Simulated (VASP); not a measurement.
# PrBe3Si (P6/mmm) in VASP: single point with PBE

Aim: the single point of PrBe3Si with PBE.

All numbers are computed with VASP 6.6.1; they aren't measurements. Logs are shortened: lines on timing, memory, paths and dates and some standing lists are left out, and cuts for length are marked.

## (1) The cell of the first run

It takes space group P6/mmm (No. 191, hexagonal). Conventional cell: a = 5.429 Å, b = 5.429 Å, c = 5.849 Å, α = 90.00°, β = 90.00°, γ = 120.00°. Pr (site symmetry 6/mmm) has 2 Pr at 2.92 Å and 12 Be at 2.95 Å within 3.9 Å. Pr (site symmetry 6/mmm) has 2 Pr at 2.92 Å and 6 Si at 3.13 Å and 12 Be at 3.24 Å within 3.9 Å. Be (site symmetry 2mm) has 5 Be at 2.31 to 2.71 Å and 2 Si at 2.36 Å and 2 Pr at 2.95 Å within 3.1 Å. Within 3.2 Å of Si (site symmetry -6m2) lie 6 Be at 2.36 Å and 3 Pr at 3.13 Å and 3 Si at 3.13 Å.

The cell was generated, and may not be a known phase.

## (2) Single point, PBE

Input file INCAR:

```
SYSTEM = PrBe3Si
PREC     = Accurate       ! precision mode
ENCUT    = 600            ! plane-wave cutoff, eV
EDIFF    = 1E-6           ! SCF threshold, eV
ISMEAR   = 0              ! smearing method
SIGMA    = 0.2            ! smearing width, eV
LREAL    = .FALSE.        ! projectors in reciprocal space
LASPH    = .TRUE.         ! aspherical terms in the spheres
NELM     = 200            ! most SCF steps
ALGO     = Normal         ! electronic algorithm
ISIF     = 2              ! what is computed and relaxed
LWAVE    = .FALSE.        ! write WAVECAR
LCHARG   = .FALSE.        ! write CHGCAR
GGA      = PE             ! functional
NBANDS   = 32             ! bands
GGA_COMPAT= .FALSE.      
LMAXMIX  = 6              ! l up to which the mixer works
```

Input file KPOINTS:

```
regular mesh
0
G
  4 4 3
  0 0 0
```

Input file POSCAR:

```
PrBe3Si
1.0
    5.4292542822      0.0000000000      0.0000000000
   -2.7146271411      4.7018721320      0.0000000000
    0.0000000000      0.0000000000      5.8487954790
Pr Be Si
2 6 2
Direct
    0.0000000000      0.0000000000      0.0000000000
    0.0000000000      0.0000000000      0.5000000000
    0.5000000000      0.0000000000      0.1973621532
    0.5000000000      0.5000000000      0.1973621532
    0.0000000000      0.5000000000      0.1973621532
    0.0000000000      0.5000000000      0.8026378468
    0.5000000000      0.5000000000      0.8026378468
    0.5000000000      0.0000000000      0.8026378468
    0.3333333333      0.6666666667      0.5000000000
    0.6666666667      0.3333333333      0.5000000000
```

Potentials or basis: VASP PAW PBE potentials, release 64 (Pr_3, Be, Si), 4f in core.

The run is started by

```
$ cat potpaw_PBE.64/Pr_3/POTCAR potpaw_PBE.64/Be/POTCAR potpaw_PBE.64/Si/POTCAR > POTCAR
$ mpirun -np 1 vasp_std > vasp.out
```

OUTCAR:

```text
SYSTEM = PrBe3Si
   PREC = Accurate
   ENCUT = 600
   EDIFF = 1E-6
   ISMEAR = 0
   LREAL = .FALSE.
   LASPH = .TRUE.
   NELM = 200
   ISIF = 2
   GGA = PE

 ion  position               nearest neighbor table
   1  0.000  0.000  0.000-   2 2.92   2 2.92   8 2.95   3 2.95   3 2.95   8 2.95   4 2.95   5 2.95
                             5 2.95   6 2.95   6 2.95   7 2.95   4 2.95   7 2.95
   2  0.000  0.000  0.500-   1 2.92   1 2.92  10 3.13   9 3.13  10 3.13   9 3.13  10 3.13   9 3.13

   3  0.500  0.000  0.197-   8 2.31   9 2.36  10 2.36   1 2.95   1 2.95
   4  0.500  0.500  0.197-   7 2.31   9 2.36  10 2.36   1 2.95   1 2.95
   5  0.000  0.500  0.197-   6 2.31   9 2.36  10 2.36   1 2.95   1 2.95
   6  0.000  0.500  0.803-   5 2.31   9 2.36  10 2.36   1 2.95   1 2.95
   7  0.500  0.500  0.803-   4 2.31   9 2.36  10 2.36   1 2.95   1 2.95
   8  0.500  0.000  0.803-   3 2.31   9 2.36  10 2.36   1 2.95   1 2.95
   9  0.333  0.667  0.500-   5 2.36   6 2.36   3 2.36   8 2.36   7 2.36   4 2.36   2 3.13  10 3.13
                            10 3.13   2 3.13   2 3.13  10 3.13
  10  0.667  0.333  0.500-   5 2.36   6 2.36   3 2.36   8 2.36   7 2.36   4 2.36   9 3.13   2 3.13
                             9 3.13   2 3.13   2 3.13   9 3.13

  LATTYP: Found a hexagonal cell.
 ALAT       =     5.4292542822
 C/A-ratio  =     1.0772741844

  Lattice vectors:

 A1 = (   5.4292542822,   0.0000000000,   0.0000000000)
 A2 = (  -2.7146271411,   4.7018721320,   0.0000000000)
 A3 = (   0.0000000000,   0.0000000000,   5.8487954790)

Analysis of symmetry for initial positions (statically):
=====================================================================
 Subroutine PRICEL returns:
 Original cell was already a primitive cell.

 Routine SETGRP: Setting up the symmetry group for a
 hexagonal supercell.

 Subroutine GETGRP returns: Found 24 space group operations
 (whereof 24 operations were pure point group operations)
 out of a pool of 24 trial point group operations.

The static configuration has the point symmetry D_6h.

Analysis of symmetry for dynamics (positions and initial velocities):
=====================================================================
 Subroutine PRICEL returns:
 Original cell was already a primitive cell.

 Routine SETGRP: Setting up the symmetry group for a
 hexagonal supercell.

 Subroutine GETGRP returns: Found 24 space group operations
 (whereof 24 operations were pure point group operations)
 out of a pool of 24 trial point group operations.

The dynamic configuration has the point symmetry D_6h.

 Subroutine INISYM returns: Found 24 space group operations
 (whereof 24 operations are pure point group operations),
 and found     1 'primitive' translations

----------------------------------------------------------------------------------------

                                     Primitive cell

  volume of cell :     149.3061

  direct lattice vectors                    reciprocal lattice vectors
     5.429254282  0.000000000  0.000000000     0.184187358  0.106340620  0.000000000
    -2.714627141  4.701872132  0.000000000     0.000000000  0.212681241  0.000000000
     0.000000000  0.000000000  5.848795479     0.000000000  0.000000000  0.170975375

  length of vectors
     5.429254282  5.429254282  5.848795479     0.212681241  0.212681241  0.170975375

  position of ions in fractional coordinates (direct lattice)
     0.000000000  0.000000000  0.000000000
     0.000000000  0.000000000  0.500000000
     0.500000000  0.000000000  0.197362153
     0.500000000  0.500000000  0.197362153
     0.000000000  0.500000000  0.197362153
     0.000000000  0.500000000  0.802637847
     0.500000000  0.500000000  0.802637847
     0.500000000  0.000000000  0.802637847
     0.333333333  0.666666667  0.500000000
     0.666666667  0.333333333  0.500000000

  ion indices of the primitive-cell ions
   primitive index   ion index
                 1           1
                 2           2
                 3           3
                 4           4
                 5           5
                 6           6
                 7           7
                 8           8
                 9           9
                10          10

----------------------------------------------------------------------------------------

 KPOINTS: regular mesh

Automatic generation of k-mesh.
 Grid dimensions read from file:
 generate k-points for:    4    4    3

 Generating k-lattice:

  Cartesian coordinates                     Fractional coordinates (reciprocal lattice)
     0.046046839  0.026585155  0.000000000     0.250000000  0.000000000  0.000000000
     0.000000000  0.053170310  0.000000000     0.000000000  0.250000000  0.000000000
     0.000000000  0.000000000  0.056991792     0.000000000  0.000000000  0.333333333

  Length of vectors
     0.053170310  0.053170310  0.056991792

  Shift w.r.t. Gamma in fractional coordinates (k-lattice)
     0.000000000  0.000000000  0.000000000

 Subroutine IBZKPT returns following result:
 ===========================================

 Found      8 irreducible k-points:

 Following reciprocal coordinates:
            Coordinates               Weight
  0.000000  0.000000  0.000000      1.000000
  0.250000  0.000000  0.000000      6.000000
  0.500000  0.000000  0.000000      3.000000
  0.250000  0.250000  0.000000      6.000000
  0.000000  0.000000  0.333333      2.000000
  0.250000  0.000000  0.333333     12.000000
  0.500000  0.000000  0.333333      6.000000
  0.250000  0.250000  0.333333     12.000000
   k-points           NKPTS =      8   k-points in BZ     NKDIM =      8   number of bands    NBANDS=     32
   number of dos      NEDOS =    301   number of ions     NIONS =     10
   total plane-waves  NPLWV = 110592
   dimension x,y,z NGX =    48 NGY =   48 NGZ =   48
   dimension x,y,z NGXF=    96 NGYF=   96 NGZF=   96
   ions per type =               2   6   2
   NGX,Y,Z   is equivalent  to a cutoff of  14.70, 14.70, 13.64 a.u.
   NGXF,Y,Z  is equivalent  to a cutoff of  29.40, 29.40, 27.29 a.u.
 SYSTEM =  PrBe3Si
   PREC   = accura    normal or accurate (medium, high low for compatibility)
   ISTART =      0    job   : 0-new  1-cont  2-samecut
   ICHARG =      2    charge: 1-file 2-atom 10-const
   ISPIN  =      1    spin polarized calculation?
   LNONCOLLINEAR =      F non collinear calculations
   LSORBIT =      F    spin-orbit coupling
   LASPH  =      T    aspherical Exc in radial PAW
   ENCUT  =  600.0 eV  44.10 Ry    6.64 a.u.  10.84 10.84 11.68*2*pi/ulx,y,z
   NELM   =    200;   NELMIN=  2; NELMDL= -5     # of ELM steps
   EDIFF  = 0.1E-05   stopping-criterion for ELM
   LREAL  =      F    real-space projection
[... 7 lines left out ...]
   TEBEG  =    0.0;   TEEND  =   0.0 temperature during run
   PSTRESS=    0.0 pullay stress
   NELECT =      42.0000    total number of electrons
   NUPDOWN=      -1.0000    fix difference up-down
   EMIN   =  10.00;   EMAX   =-10.00  energy-range for DOS
   EFERMI =   0.00;   METHOD = LEGACY
   ISMEAR =     0;   SIGMA  =   0.20  broadening in eV -4-tet -1-fermi 0-gaus
   EFERMI_NEDOS =   21; number of points for ismear=-14 and -15
   IALGO  =     38    algorithm
   IMIX   =      4    mixing-type and parameters
     AMIX     =   0.40;   BMIX     =  1.00
     AMIX_MAG =   1.60;   BMIX_MAG =  1.00
  volume/ion in A,a.u.               =      14.93       100.76
  Fermi-wavevector in a.u.,A,eV,Ry     =   1.072668  2.027049 15.655099  1.150617
  Thomas-Fermi vector in A             =   2.208445
   LORBIT       =      0    0 simple, 1 ext, 2 COOP (PROOUT), +10 PAW based schemes
   GGA     = PE    functional components
   LHFCALC =     F    Hartree Fock is set to
   AEXX    =    0.0000 exact exchange contribution
   IVDW    =     0    specifies the selected vdW correction
   LEPSILON=     F    determine dielectric tensor
   LRPA    =     F    only Hartree local field effects (RPA)
 non-spin polarized calculation
 Gauss-broadening in eV      SIGMA  =   0.20
  energy-cutoff  :      600.00
  volume of cell :      149.31
 maximum number of plane-waves:      5016
 NGX is ok and might be reduce to    48
   NGX = 21   NGY = 21   NGZ = 23

 number of electron      41.9999999 magnetization

 Free energy of the ion-electron system (eV)
  ---------------------------------------------------
  ext. energy  EPLUGINS =         0.00000000
  ---------------------------------------------------
  free energy    TOTEN  =       -40.81943506 eV

  energy without entropy =      -40.73094515  energy(sigma->0) =      -40.77519011

 E-fermi :   5.5528     XC(G=0): -10.3237

 val. band max:        5.5500603526   @ k =   0.2500   0.2500   0.3333
 cond. band min:       5.6187605094   @ k =   0.5000   0.0000   0.0000
 fundamental gap:      0.0687001568
 Fermi energy:         5.5527533838

 k-point     1 :       0.0000    0.0000    0.0000
  band No.  band energies     occupation
      1     -30.4015      2.00000
      2     -29.7267      2.00000
      3     -14.1807      2.00000
      4     -12.4842      2.00000
      5     -12.4842      2.00000
      6     -11.7715      2.00000
[... 24 lines left out ...]
     31      10.7114      0.00000
     32      11.6510      0.00000

 k-point     2 :       0.2500    0.0000    0.0000
  band No.  band energies     occupation
      1     -30.4011      2.00000
      2     -29.7264      2.00000
      3     -14.1792      2.00000
      4     -12.5240      2.00000
      5     -12.4912      2.00000
      6     -11.7893      2.00000
[... 24 lines left out ...]
     31      10.8221      0.00000
     32      11.0687      0.00000
[... 173 lines left out ...]
     31       9.7749      0.00000
     32       9.8818      0.00000

 k-point     8 :       0.2500    0.2500    0.3333
  band No.  band energies     occupation
      1     -30.3016      2.00000
      2     -29.8425      2.00000
      3     -13.4313      2.00000
      4     -12.4474      2.00000
      5     -12.4147      2.00000
      6     -11.9210      2.00000
[... 24 lines left out ...]
     31       9.2512      0.00000
     32       9.4309      0.00000

------------------------ aborting loop because EDIFF is reached ----------------------------------------

  FORCE on cell =-STRESS in cart. coord.  units (eV):
  Direction    XX          YY          ZZ          XY          YZ          ZX
  --------------------------------------------------------------------------------------
  -------------------------------------------------------------------------------------
  Total        0.1193634      0.1193634     -0.0797356      0.0000000      0.0000000      0.0000000
  in kB        1.2808683      1.2808683     -0.8556286      0.0000000      0.0000000      0.0000000
  external PRESSURE =       0.5687026 kB  Pullay stress =       0.0000000 kB

 VOLUME and BASIS-vectors are now :
 -----------------------------------------------------------------------------
  energy-cutoff  :      600.00
  volume of cell :      149.31
      direct lattice vectors                 reciprocal lattice vectors
     5.429254282  0.000000000  0.000000000     0.184187358  0.106340620  0.000000000
    -2.714627141  4.701872132  0.000000000     0.000000000  0.212681241  0.000000000
     0.000000000  0.000000000  5.848795479     0.000000000  0.000000000  0.170975375

 POSITION                                       TOTAL-FORCE (eV/Angst)
 -----------------------------------------------------------------------------------
      0.00000      0.00000      0.00000        -0.000000      0.000000     -0.000000
      0.00000      0.00000      2.92440        -0.000000      0.000000     -0.000000
      2.71463      0.00000      1.15433        -0.000000      0.000000      0.006041
      1.35731      2.35094      1.15433        -0.000000      0.000000      0.006041
     -1.35731      2.35094      1.15433        -0.000000      0.000000      0.006041
     -1.35731      2.35094      4.69446        -0.000000     -0.000000     -0.006041
      1.35731      2.35094      4.69446        -0.000000     -0.000000     -0.006041
      2.71463      0.00000      4.69446        -0.000000      0.000000     -0.006041
     -0.00000      3.13458      2.92440        -0.000000      0.000000     -0.000000
      2.71463      1.56729      2.92440         0.000000      0.000000     -0.000000
 -----------------------------------------------------------------------------------
    total drift:                                0.000000     -0.000000      0.000000

  FREE ENERGIE OF THE ION-ELECTRON SYSTEM (eV)
  ---------------------------------------------------
  free  energy   TOTEN  =       -40.8194350635 eV

  energy  without entropy=      -40.7309451469  energy(sigma->0) =      -40.77519011
```

It took 28 s on 1 thread of Intel Xeon 6975P-C (Granite Rapids), shared host; peak memory 0.34 GiB.

Results:

```yaml
Free_energy: -40.8194 eV
Pressure: 0.1 GPa
Largest_force: 0.006 eV/Å
Band_gap_on_the_k_mesh: zero (bands 21 and 22 overlap by 0.89 eV)
```

Forces on the atoms (eV/Å):
```
Pr   0.000  0.000  0.000
Pr   0.000  0.000  0.000
Be   0.000  0.000  0.006
Be   0.000  0.000  0.006
Be   0.000  0.000  0.006
Be   0.000  0.000 -0.006
Be   0.000  0.000 -0.006
Be   0.000  0.000 -0.006
Si   0.000  0.000  0.000
Si   0.000  0.000  0.000
```

Caveat: spin-orbit coupling is left out, which moves the levels of the heavy elements; the 4f electrons are frozen in the core, so they carry no moment and show no levels. Spin polarisation is off, so any magnetic state and its effect on volume and gap are missing.

The gap in the log of VASP goes by the Fermi energy; the results here count the filled bands.